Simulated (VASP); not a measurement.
A run of VASP 6.6.1 is set up as follows.

File INCAR:

```
SYSTEM = Cu
PREC = Accurate ; ENCUT = 520
EDIFF = 1E-6 ; ISMEAR = 0
SIGMA = 0.1 ; LREAL = .False.
LASPH = .True. ; NELM = 80
ALGO = Fast ; ISIF = 2
LWAVE = .False. ; LCHARG = .True.
GGA = PE ; LELF = .True.
LVHAR = .True. ; NBANDS = 18
```

The input KPOINTS:

```
Automatic mesh
0
Gamma
  20 20 14
  0 0 0
```

Contents of POSCAR:

```
Cu
1.0
    1.8511994332      1.8511994332      0.0000000000
   -1.8511994332      1.8511994332      0.0000000000
    0.0000000000      0.0000000000      3.5862451764
Cu
2
Direct
    0.0000000000      0.0000000000      0.0000000000
    0.5000000000      0.5000000000      0.5000000000
```

Potentials or basis: VASP PAW PBE potentials, release 64 (Cu).

Command:

```console
$ cat potpaw_PBE.64/Cu/POTCAR > POTCAR
$ mpirun -np 1 vasp_std > vasp.out
```

Predict the band gap on the k mesh.

zero (bands 11 and 12 overlap by 7.96 eV).

Estimate the pressure.

-3.0 GPa.

Stress tensor (GPa, compression positive):
```
-3.45  0.00  0.00
 0.00 -3.45  0.00
 0.00  0.00 -2.06
```

Caveat: the cell differs from its parent crystal (biaxial strain in the a-b plane: +2.0 %).
